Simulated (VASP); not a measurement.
Write the native input for VASP 6.6.1 that does the following.

| Quantity | Value |
| --- | --- |
| Task | single point |
| Functional | r2SCAN |
| Potentials or basis | VASP PAW PBE potentials, release 64 (Ti_sv) |
| Cutoff | 520 eV |
| k mesh | 12 × 12 × 12 |
| Occupations | fermi-dirac, width 0.15 eV |
| Spin | no spin polarisation |
| Dipole correction | no |
| Further INCAR settings | ALGO = Normal; EDIFF = 1e-06; NBANDS = 12 |

The system is Ti.

```
CELL_PARAMETERS angstrom
0.00000 2.01294 2.01294
2.01294 0.00000 2.01294
2.01294 2.01294 0.00000
ATOMIC_POSITIONS crystal
Ti 0.00000 0.00000 0.00000
```

These files were run (other wordings do the same):

POSCAR

```
Ti
1.0
    0.0000000000      2.0129403699      2.0129403699
    2.0129403699      0.0000000000      2.0129403699
    2.0129403699      2.0129403699      0.0000000000
Ti
1
Direct
    0.0000000000      0.0000000000      0.0000000000
```

INCAR.step1

```
SYSTEM = Ti
PREC = Accurate
ENCUT = 520
ISMEAR = -1
SIGMA = 0.15
LREAL = .False.
LASPH = .True.
NELM = 100
NBANDS = 12
GGA = PE
ALGO = Normal
EDIFF = 1E-4
LWAVE = .True.
LCHARG = .False.
```

INCAR.step2

```
SYSTEM = Ti
PREC = Accurate
ENCUT = 520
EDIFF = 1E-6
ISMEAR = -1
SIGMA = 0.15
LREAL = .False.
LASPH = .True.
NELM = 100
ALGO = Normal
ISIF = 2
LWAVE = .False.
LCHARG = .False.
METAGGA = R2SCAN
LMIXTAU = .True.
NBANDS = 12
ISTART = 1
```

KPOINTS

```
Automatic mesh
0
Gamma
  12 12 12
  0 0 0
```

Potentials or basis: VASP PAW PBE potentials, release 64 (Ti_sv).

The run is started by

```console
$ cat potpaw_PBE.64/Ti_sv/POTCAR > POTCAR
$ cp INCAR.step1 INCAR
$ mpirun -np 1 vasp_std > vasp.out
$ cp INCAR.step2 INCAR
$ mpirun -np 1 vasp_std > vasp.out
```

Results of the run:

```yaml
Pressure: 8.6 GPa
Band_gap_on_the_k_mesh: zero (band 6 reaches 9.98 eV, above the bottom of band 7 at 8.49 eV)
```

Caveat: the PAW data sets were made with another functional, which shifts forces and pressure a little.

It took 21 s on 1 thread of Intel(R) Xeon(R) 6975P-C (Granite Rapids), with other jobs on the host, peak memory 0.14 GiB.
